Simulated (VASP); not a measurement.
# Fe (Fm-3m) in VASP: further runs

Runs on Fe. Level: r2SCAN. Tasks: single point.

All numbers are computed with VASP 6.6.1; they aren't measurements. Logs are shortened: lines on timing, memory, paths and dates and some standing lists are left out, and cuts for length are marked.

**1. The cell of the first run**

It takes space group Fm-3m (No. 225, cubic). The conventional cell has a = 3.569 Å, b = 3.569 Å, c = 3.569 Å, α = 90.00°, β = 90.00°, γ = 90.00°. Within 3.3 Å of Fe (site symmetry m-3m) lie 12 Fe at 2.52 Å.

This isn't the form of Fe at room conditions, which is bcc.

**2. Single point, r2SCAN**

POSCAR reads:

```
Fe
1.0
    0.0000000000      1.7845000000      1.7845000000
    3.5690000000      0.0000000000      3.5690000000
    1.7845000000      1.7845000000      0.0000000000
Fe
2
Direct
    0.0000000000      0.0000000000      0.0000000000
    0.0000000000      0.5000000000      0.0000000000
```

INCAR.step1 reads:

```
  PREC = Accurate
  ENCUT = 520
  ISMEAR = -1
  SIGMA = 0.1
  LREAL = F
  LASPH = T
  NELM = 80
  NBANDS = 15
  GGA = PE
  ALGO = Normal
  EDIFF = 1E-4
  LWAVE = T
  LCHARG = F
```

INCAR.step2 reads:

```
  PREC = Accurate
  ENCUT = 520
  EDIFF = 1E-6
  ISMEAR = -1
  SIGMA = 0.1
  LREAL = F
  LASPH = T
  NELM = 80
  ALGO = Normal
  ISIF = 2
  LWAVE = F
  LCHARG = T
  METAGGA = R2SCAN
  LMIXTAU = T
  LELF = T
  LVHAR = T
  NBANDS = 15
  ISTART = 1
```

KPOINTS reads:

```
Automatic mesh
0
Gamma
  12 6 12
```

Potentials or basis: VASP PAW PBE potentials, release 64 (Fe).

Launch:

```sh
$ cat potpaw_PBE.64/Fe/POTCAR > POTCAR
$ cp INCAR.step1 INCAR
$ mpirun -np 1 vasp_std > vasp.out
$ cp INCAR.step2 INCAR
$ mpirun -np 1 vasp_std > vasp.out
```

OUTCAR:

```text
PREC = Accurate
   ENCUT = 520
   EDIFF = 1E-6
   ISMEAR = -1
   LREAL = F
   LASPH = T
   NELM = 80
   ISIF = 2
   METAGGA = R2SCAN
   ISTART = 1

 ion  position               nearest neighbor table
   1  0.000  0.000  0.000-   2 2.52   2 2.52   2 2.52   2 2.52   2 2.52   2 2.52
   2  0.000  0.500  0.000-   1 2.52   1 2.52   1 2.52   1 2.52   1 2.52   1 2.52

  LATTYP: Found a trigonal (rhomboedric) cell.
 ALAT       =     4.3711144460
 COS(alpha) =     0.8333333333

  Lattice vectors:

 A1 = (   1.7845000000,  -3.5690000000,   1.7845000000)
 A2 = (   3.5690000000,  -1.7845000000,   1.7845000000)
 A3 = (   1.7845000000,  -1.7845000000,   3.5690000000)

Analysis of symmetry for initial positions (statically):
=====================================================================
 Subroutine PRICEL returns following result:

  LATTYP: Found a face centered cubic cell.
 ALAT       =     3.5690000000

  Lattice vectors:

 A1 = (   0.0000000000,   1.7845000000,   1.7845000000)
 A2 = (   1.7845000000,   0.0000000000,   1.7845000000)
 A3 = (   1.7845000000,   1.7845000000,   0.0000000000)

   2 primitive cells build up your supercell.

 Routine SETGRP: Setting up the symmetry group for a
 trigonal (rhombohedral) supercell.

 Subroutine GETGRP returns: Found 12 space group operations
 (whereof 12 operations were pure point group operations)
 out of a pool of 12 trial point group operations.

The static configuration has the point symmetry D_3d.

Analysis of symmetry for dynamics (positions and initial velocities):
=====================================================================
 Subroutine PRICEL returns following result:

  LATTYP: Found a face centered cubic cell.
 ALAT       =     3.5690000000

  Lattice vectors:

 A1 = (   0.0000000000,   1.7845000000,   1.7845000000)
 A2 = (   1.7845000000,   0.0000000000,   1.7845000000)
 A3 = (   1.7845000000,   1.7845000000,   0.0000000000)

   2 primitive cells build up your supercell.

 Routine SETGRP: Setting up the symmetry group for a
 trigonal (rhombohedral) supercell.

 Subroutine GETGRP returns: Found 12 space group operations
 (whereof 12 operations were pure point group operations)
 out of a pool of 12 trial point group operations.

The dynamic configuration has the point symmetry D_3d.

 Subroutine INISYM returns: Found 12 space group operations
 (whereof 12 operations are pure point group operations),
 and found     2 'primitive' translations

----------------------------------------------------------------------------------------

                                     Primitive cell

  volume of cell :      11.3653

  direct lattice vectors                    reciprocal lattice vectors
     0.000000000  1.784500000  1.784500000    -0.280190530  0.280190530  0.280190530
     1.784500000  0.000000000  1.784500000     0.280190530 -0.280190530  0.280190530
     1.784500000  1.784500000  0.000000000     0.280190530  0.280190530 -0.280190530

  length of vectors
     2.523664102  2.523664102  2.523664102     0.485304233  0.485304233  0.485304233

  position of ions in fractional coordinates (direct lattice)
     0.000000000  0.000000000  0.000000000

  ion indices of the primitive-cell ions
   primitive index   ion index
                 1           1

----------------------------------------------------------------------------------------

 KPOINTS: Automatic mesh

Automatic generation of k-mesh.
 Grid dimensions read from file:
 generate k-points for:   12    6   12

 Generating k-lattice:

  Cartesian coordinates                     Fractional coordinates (reciprocal lattice)
    -0.023349211  0.023349211  0.023349211     0.083333333  0.000000000  0.000000000
     0.023349211 -0.023349211  0.023349211     0.000000000  0.166666667  0.000000000
     0.023349211  0.023349211 -0.023349211     0.000000000  0.000000000  0.083333333

  Length of vectors
     0.040442019  0.040442019  0.040442019

  Shift w.r.t. Gamma in fractional coordinates (k-lattice)
     0.000000000  0.000000000  0.000000000

 -----------------------------------------------------------------------------
|                                                                             |
|           W    W    AA    RRRRR   N    N  II  N    N   GGGG   !!!           |
|           W    W   A  A   R    R  NN   N  II  NN   N  G    G  !!!           |
|           W    W  A    A  R    R  N N  N  II  N N  N  G       !!!           |
|           W WW W  AAAAAA  RRRRR   N  N N  II  N  N N  G  GGG   !            |
|           WW  WW  A    A  R   R   N   NN  II  N   NN  G    G                |
|           W    W  A    A  R    R  N    N  II  N    N   GGGG   !!!           |
|                                                                             |
|     Your reciprocal lattice and k-lattice belong to different lattice       |
|     classes:                                                                |
[... 34 lines left out ...]
   PREC   = accura    normal or accurate (medium, high low for compatibility)
   ISTART =      1    job   : 0-new  1-cont  2-samecut
   ICHARG =      0    charge: 1-file 2-atom 10-const
   ISPIN  =      1    spin polarized calculation?
   LNONCOLLINEAR =      F non collinear calculations
   LSORBIT =      F    spin-orbit coupling
   LASPH  =      T    aspherical Exc in radial PAW
   ENCUT  =  520.0 eV  38.22 Ry    6.18 a.u.   4.69  9.38  4.69*2*pi/ulx,y,z
   NELM   =     80;   NELMIN=  2; NELMDL=  0     # of ELM steps
   EDIFF  = 0.1E-05   stopping-criterion for ELM
   LREAL  =      F    real-space projection
   EDIFFG = 0.1E-04   stopping-criterion for IOM
   NSW    =      0    number of steps for IOM
   IBRION =     -1    ionic relax: 0-MD 1-quasi-New 2-CG
   NFREE  =      0    steps in history (QN), initial steepest desc. (CG)
   ISIF   =      2    stress and relaxation
   ISYM   =      2    0-nonsym 1-usesym 2-fastsym
   POTIM  = 0.5000    time-step for ionic-motion
   TEBEG  =    0.0;   TEEND  =   0.0 temperature during run
   PSTRESS=    0.0 pullay stress
   NELECT =      16.0000    total number of electrons
   NUPDOWN=      -1.0000    fix difference up-down
   EMIN   =  10.00;   EMAX   =-10.00  energy-range for DOS
   EFERMI =   0.00;   METHOD = LEGACY
   ISMEAR =    -1;   SIGMA  =   0.10  broadening in eV -4-tet -1-fermi 0-gaus
   EFERMI_NEDOS =   21; number of points for ismear=-14 and -15
   IALGO  =     38    algorithm
   IMIX   =      4    mixing-type and parameters
     AMIX     =   0.40;   BMIX     =  1.00
     AMIX_MAG =   1.60;   BMIX_MAG =  1.00
  volume/ion in A,a.u.               =      11.37        76.70
  Fermi-wavevector in a.u.,A,eV,Ry     =   1.456280  2.751971 28.854583  2.120752
  Thomas-Fermi vector in A             =   2.573217
   LORBIT       =      0    0 simple, 1 ext, 2 COOP (PROOUT), +10 PAW based schemes
   METAGGA = R2SCAN    functional components
   LHFCALC =     F    Hartree Fock is set to
   AEXX    =    0.0000 exact exchange contribution
   IVDW    =     0    specifies the selected vdW correction
   LEPSILON=     F    determine dielectric tensor
   LRPA    =     F    only Hartree local field effects (RPA)
 non-spin polarized calculation
  energy-cutoff  :      520.00
  volume of cell :       22.73
 maximum number of plane-waves:       633
   NGX =  9   NGY = 19   NGZ =  9

 number of electron      15.9999992 magnetization

 Free energy of the ion-electron system (eV)
  ---------------------------------------------------
  ext. energy  EPLUGINS =         0.00000000
  ---------------------------------------------------
  free energy    TOTEN  =       -26.96790251 eV

  energy without entropy =      -26.84912390  energy(sigma->0) =      -26.90851320

 E-fermi :   5.5318     XC(G=0): -14.3130

 val. band max:        5.5057687415   @ k =   0.0833   0.1667   0.0000
 cond. band min:       5.5400486586   @ k =   0.3333   0.1667   0.0000
 fundamental gap:      0.0342799171
 Fermi energy:         5.5317528686

 k-point     1 :       0.0000    0.0000    0.0000
  band No.  band energies     occupation
      1      -3.1708      2.00000
      2       1.0696      2.00000
      3       4.0151      2.00000
      4       4.0151      2.00000
      5       4.1096      2.00000
      6       4.1096      2.00000
      7       4.1096      2.00000
      8       5.4473      1.39874
      9       5.4473      1.39874
     10       5.6256      0.56224
     11       6.4046      0.00032
     12       6.4046      0.00032
     13      13.1909      0.00000
     14      27.5713      0.00000
[... 401 lines left out ...]
      2       2.4094      2.00000
      3       2.5496      2.00000
      4       3.0235      2.00000
      5       3.7687      2.00000
      6       4.1293      2.00000
      7       4.8011      1.99866
      8       5.2782      1.85316
      9       5.8968      0.05063
     10       6.0812      0.00819
     11       6.0967      0.00701
     12      11.6427      0.00000
     13      14.3292      0.00000
     14      17.7127      0.00000
     15      20.6287      0.00000

 [... further k-points ...]

------------------------ aborting loop because EDIFF is reached ----------------------------------------

  FORCE on cell =-STRESS in cart. coord.  units (eV):
  Direction    XX          YY          ZZ          XY          YZ          ZX
  --------------------------------------------------------------------------------------
  -------------------------------------------------------------------------------------
  Total       -4.3348406     -4.3348406     -4.3348406      0.0000245      0.0000245     -0.0000245
  in kB     -305.5442180   -305.5442180   -305.5442180      0.0017273      0.0017273     -0.0017273
  external PRESSURE =    -305.5442180 kB  Pullay stress =       0.0000000 kB

 VOLUME and BASIS-vectors are now :
 -----------------------------------------------------------------------------
  energy-cutoff  :      520.00
  volume of cell :       22.73
      direct lattice vectors                 reciprocal lattice vectors
     0.000000000  1.784500000  1.784500000    -0.280190530  0.280190530  0.280190530
     3.569000000  0.000000000  3.569000000     0.140095265 -0.140095265  0.140095265
     1.784500000  1.784500000  0.000000000     0.280190530  0.280190530 -0.280190530

 POSITION                                       TOTAL-FORCE (eV/Angst)
 -----------------------------------------------------------------------------------
      0.00000      0.00000      0.00000        -0.000000     -0.000000      0.000000
      1.78450      0.00000      1.78450         0.000000      0.000000     -0.000000
 -----------------------------------------------------------------------------------
    total drift:                               -0.000000      0.000000     -0.000000

  FREE ENERGIE OF THE ION-ELECTRON SYSTEM (eV)
  ---------------------------------------------------
  free  energy   TOTEN  =       -26.9679025082 eV

  energy  without entropy=      -26.8491238984  energy(sigma->0) =      -26.90851320
```

It took 84 s on 1 thread of Intel Xeon Platinum 8488C (Sapphire Rapids), shared host; peak memory 0.16 GiB.

What came out:

* Free energy: -26.9679 eV
* Pressure: -30.6 GPa
* Band gap on the k mesh: zero (bands 8 and 9 overlap by 1.50 eV)

Levels at points of the mesh, in eV from the Fermi level:
```
           k point  band 4  band 5  band 6  band 7  band 8  band 9  band 10  band 11  band 12  band 13
(0.00, 0.00, 0.00)   -1.52   -1.42   -1.42   -1.42   -0.08   -0.08     0.09     0.87     0.87     7.66
(0.50, 0.00, 0.00)   -1.52   -1.52    0.09    0.82    0.87    0.87     1.13     1.13     3.04     7.66
(0.00, 0.50, 0.00)   -1.93   -1.19   -1.19   -1.19   -1.19    0.04     0.04     0.04     0.04    15.77
(0.50, 0.50, 0.00)   -2.92   -1.50   -1.50   -0.42   -0.42    0.94     0.94     3.59     3.59     9.95
```

Caveat: the cell stands under tension; the PAW data sets were made with another functional, which shifts forces and pressure a little; the run has no spin polarisation, though such a crystal can be magnetic. Spin polarisation is off, so any magnetic state and its effect on volume and gap are missing.

**3. Single point, r2SCAN, collinear spin, ferromagnetic start**

POSCAR is that of step 2.

INCAR.step1 reads:

```
SYSTEM = Fe
PREC = Accurate ; ENCUT = 520
ISMEAR = -1 ; SIGMA = 0.1
LREAL = .False. ; LASPH = .True.
NELM = 150 ; ISPIN = 2
MAGMOM = 4 4 ; LMAXMIX = 4
NBANDS = 19 ; GGA = PE
ALGO = Normal ; EDIFF = 1E-4
LWAVE = .True. ; LCHARG = .False.
```

INCAR.step2 reads:

```
SYSTEM = Fe
PREC = Accurate ; ENCUT = 520
EDIFF = 1E-6 ; ISMEAR = -1
SIGMA = 0.1 ; LREAL = .False.
LASPH = .True. ; NELM = 150
ALGO = Normal ; ISIF = 2
LWAVE = .False. ; LCHARG = .False.
ISPIN = 2 ; MAGMOM = 4 4
LORBIT = 11 ; LMAXMIX = 4
METAGGA = R2SCAN ; LMIXTAU = .True.
NBANDS = 19 ; ISTART = 1
```

KPOINTS reads:

```
regular mesh
0
Gamma
  12 6 12
  0 0 0
```

Potentials or basis: VASP PAW PBE potentials, release 64 (Fe).

Launch:

```sh
$ cat potpaw_PBE.64/Fe/POTCAR > POTCAR
$ cp INCAR.step1 INCAR
$ mpirun -np 1 vasp_std > vasp.out
$ cp INCAR.step2 INCAR
$ mpirun -np 1 vasp_std > vasp.out
```

Wall time 3.6 min (1 thread of Intel Xeon Platinum 8488C (Sapphire Rapids), shared host); peak memory 0.2 GiB.

It converged, with:

| Property | Result |
| --- | --- |
| Free energy | -28.4899 eV |
| Pressure | 12.5 GPa |
| Net moment | 5.47 μB per cell |
| Site moments | Fe +2.77 μB |
| Valence electrons inside the program's atomic spheres | Fe 7.28 |

Levels at points of the mesh, in eV from the Fermi level:
Spin up:
```tsv
k point	band 8	band 9	band 10	band 11	band 12	band 13	band 14	band 15
(0.00, 0.00, 0.00)	-2.40	-2.40	-1.36	-1.36	-0.39	6.15	21.54	23.00
(0.50, 0.00, 0.00)	-1.36	-1.04	-1.04	-0.39	2.45	6.15	9.58	14.87
(0.00, 0.50, 0.00)	-3.26	-2.19	-2.19	-2.19	-2.19	14.69	14.69	23.20
(0.50, 0.50, 0.00)	-2.61	-1.28	-1.28	2.21	2.21	8.77	8.77	14.76
```
Spin down:
```
           k point  band 1  band 2  band 3  band 4  band 5  band 6  band 7  band 8  band 9  band 10
(0.00, 0.00, 0.00)   -9.62   -4.12   -0.82    0.02    0.02    0.02    0.17    0.17    2.14     2.14
(0.50, 0.00, 0.00)   -4.12   -3.69   -2.88   -0.82    0.17    0.17    2.29    2.89    2.89     2.92
(0.00, 0.50, 0.00)   -7.21   -7.21   -0.90   -0.90    0.40    0.40    0.40    0.40    2.11     2.11
(0.50, 0.50, 0.00)   -3.25   -3.25   -2.19   -2.19   -0.48   -0.48    1.41    1.41    2.96     2.96
```

Caveat: the cell stands under pressure; the PAW data sets were made with another functional, which shifts forces and pressure a little.

**4. Single point, r2SCAN, collinear spin, antiferromagnetic start**

POSCAR is that of step 3.

INCAR.step1 reads:

```
SYSTEM = Fe
PREC     = Accurate       ! precision mode
ENCUT    = 520            ! plane-wave cutoff, eV
ISMEAR   = -1             ! smearing method
SIGMA    = 0.1            ! smearing width, eV
LREAL    = .FALSE.        ! projectors in reciprocal space
LASPH    = .TRUE.         ! aspherical terms in the spheres
NELM     = 150            ! most SCF steps
ISPIN    = 2              ! spin polarisation
MAGMOM   = 4 -4           ! initial moments
LMAXMIX  = 4              ! l up to which the mixer works
NBANDS   = 19             ! bands
GGA      = PE             ! functional
ALGO     = Normal         ! electronic algorithm
EDIFF    = 1E-4           ! SCF threshold, eV
LWAVE    = .TRUE.         ! write WAVECAR
LCHARG   = .FALSE.        ! write CHGCAR
```

INCAR.step2 reads:

```
SYSTEM = Fe
PREC     = Accurate       ! precision mode
ENCUT    = 520            ! plane-wave cutoff, eV
EDIFF    = 1E-7           ! SCF threshold, eV
ISMEAR   = -1             ! smearing method
SIGMA    = 0.1            ! smearing width, eV
LREAL    = .FALSE.        ! projectors in reciprocal space
LASPH    = .TRUE.         ! aspherical terms in the spheres
NELM     = 150            ! most SCF steps
ALGO     = Normal         ! electronic algorithm
ISIF     = 2              ! what is computed and relaxed
LWAVE    = .FALSE.        ! write WAVECAR
LCHARG   = .FALSE.        ! write CHGCAR
ISPIN    = 2              ! spin polarisation
MAGMOM   = 4 -4           ! initial moments
LORBIT   = 11             ! projections on sites
LMAXMIX  = 4              ! l up to which the mixer works
METAGGA  = R2SCAN         ! meta-GGA
LMIXTAU  = .TRUE.       
NBANDS   = 19             ! bands
ISTART   = 1
```

KPOINTS reads:

```
Automatic mesh
0
G
  12 6 12
  0 0 0
```

Launch:

```sh
$ cat potpaw_PBE.64/Fe/POTCAR > POTCAR
$ cp INCAR.step1 INCAR
$ mpirun -np 1 vasp_std > vasp.out
$ cp INCAR.step2 INCAR
$ mpirun -np 1 vasp_std > vasp.out
```

Wall time 5 min (1 thread of Intel Xeon Platinum 8488C (Sapphire Rapids), shared host); peak memory 0.2 GiB.

Results (log left out):

| Item | Value |
| --- | --- |
| Free energy | -27.9156 eV |
| Pressure | 3.2 GPa |
| Band gap on the k mesh | zero (filled and empty bands overlap) |
| Net moment | 0.00 μB per cell |
| Site moments | Fe +2.52, -2.52 μB |
| Valence electrons inside the program's atomic spheres | Fe 7.27 |

Stress tensor (GPa, compression positive):
```
 3.23 -5.20  5.20
-5.20  3.23 -5.20
 5.20 -5.20  3.23
```

Levels at points of the mesh, in eV from the Fermi level:
Spin up:
| k point | band 5 | band 6 | band 7 | band 8 | band 9 | band 10 | band 11 | band 12 |
| --- | --- | --- | --- | --- | --- | --- | --- | --- |
| (0.00, 0.00, 0.00) | -2.43 | -2.43 | -1.79 | -0.59 | 0.32 | 0.32 | 1.92 | 1.92 |
| (0.50, 0.00, 0.00) | -1.59 | -1.07 | -0.55 | 0.30 | 1.32 | 1.67 | 2.41 | 2.52 |
| (0.00, 0.50, 0.00) | -3.04 | -2.21 | -2.21 | -1.37 | 0.09 | 0.09 | 1.71 | 1.71 |
| (0.50, 0.50, 0.00) | -2.62 | -2.24 | -1.06 | -0.85 | 1.12 | 2.27 | 2.51 | 4.09 |
Spin down:
```csv
k point,band 4,band 5,band 6,band 7,band 8,band 9,band 10,band 11,band 12,band 13
"(0.00, 0.00, 0.00)",-3.10,-2.43,-2.43,-1.79,-0.59,0.32,0.32,1.92,1.92,7.27
"(0.50, 0.00, 0.00)",-2.88,-1.59,-1.07,-0.55,0.30,1.32,1.67,2.41,2.52,7.36
"(0.00, 0.50, 0.00)",-3.04,-3.04,-2.21,-2.21,-1.37,0.09,0.09,1.71,1.71,14.99
"(0.50, 0.50, 0.00)",-3.20,-2.62,-2.24,-1.06,-0.85,1.12,2.27,2.51,4.09,8.97
```

Caveat: the cell stands under pressure; the antiferromagnetic order is the one typed at the start, and another may lie lower; the PAW data sets were made with another functional, which shifts forces and pressure a little.

**5. The runs side by side**

```csv
spin,gap on the mesh (eV),pressure (GPa),moment (μB)
off,none,-30.6,-
"collinear, ferromagnetic start",none,12.5,5.47
"collinear, antiferromagnetic start",none,3.2,0.00
```

Alike in all rows: task single point; level r2SCAN; potentials or basis VASP PAW PBE potentials, release 64 (Fe); cell as given; k mesh 12 × 6 × 12; cutoff (eV) 520; smearing fermi-dirac 0.1 eV.

Caveats: the PAW data sets were made with another functional, which shifts forces and pressure a little; the cell stands under pressure (at least some runs); the cell stands under tension (at least some runs); the antiferromagnetic order is the one typed at the start, and another may lie lower (at least some runs).

Absolute energies hang on the potentials; compare differences alone.

The gap in the log of VASP goes by the Fermi energy; the results here count the filled bands.